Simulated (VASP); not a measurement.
Cu: single point with LDA

Cu:

```
Cu
1.0
    -1.42740    1.42740    1.34108
     1.42740   -1.42740    1.34108
     2.85479    2.85479    0.00000
Cu
2
Direct
  0.06412 0.90881 0.00000
  0.43588 0.59119 0.50000
```

This cell differs from its parent crystal: atoms displaced along several vibrational modes.

```yaml
Program: VASP 6.6.1
Task: single point
Functional: LDA
Potentials_or_basis: VASP PAW LDA potentials, release 64 (Cu)
Cutoff: 520 eV
k_mesh: 20 × 20 × 12
Occupations: gaussian, width 0.15 eV
Spin: no spin polarisation
Dipole_correction: no
Further_INCAR_settings: ALGO = Fast; EDIFF = 1e-07; NBANDS = 18
```

```
Pressure               : 1.8 GPa
Largest force          : 0.237 eV/Å
Band gap on the k mesh : zero (bands 11 and 12 overlap by 6.19 eV)
```

Forces in eV/Å, atoms in the order of the input:
```
Cu   0.139 -0.139  0.132
Cu  -0.139  0.139 -0.132
```

Stress tensor (GPa, compression positive):
```
 4.78 -2.66 -0.70
-2.66  4.78  0.70
-0.70  0.70 -4.04
```

Levels at points of the mesh, in eV from the Fermi level:
```
           k point  band 7  band 8  band 9  band 10  band 11  band 12  band 13  band 14  band 15  band 16
(0.00, 0.00, 0.00)   -2.69   -2.59   -2.53    -1.93    -1.76    -1.09     4.30    20.06    20.75    22.45
(0.50, 0.00, 0.00)   -2.98   -1.94   -1.78    -1.67    -0.05     1.10     8.01     8.51    10.53    10.93
(0.00, 0.50, 0.00)   -3.02   -1.90   -1.83    -1.65    -0.31     1.37     7.47     8.01    10.98    11.41
(0.50, 0.50, 0.00)   -2.61   -1.76   -1.60    -1.52     0.53     2.88     9.25     9.66    10.23    12.52
(0.00, 0.00, 0.50)   -2.85   -2.85   -2.21    -2.21    -1.96    -1.96    13.41    13.41    21.47    21.47
(0.50, 0.00, 0.50)   -2.05   -2.05   -1.74    -1.74    -0.17    -0.17     4.81     4.81    17.96    17.96
(0.00, 0.50, 0.50)   -2.22   -2.22   -1.77    -1.77     0.13     0.13     4.58     4.58    18.19    18.19
(0.50, 0.50, 0.50)   -2.02   -2.02   -1.55    -1.55     1.51     1.51     6.54     6.54    13.55    13.55
```

It took 7.5 min on 1 thread of Intel(R) Xeon(R) Platinum 8259CL CPU @ 2.50GHz (Skylake/Cascade Lake), on a shared host, peak memory 0.51 GiB.

Caveat: the cell differs from its parent crystal (atoms displaced along several vibrational modes); the stress differs along the axes, from -4 to 5 GPa.
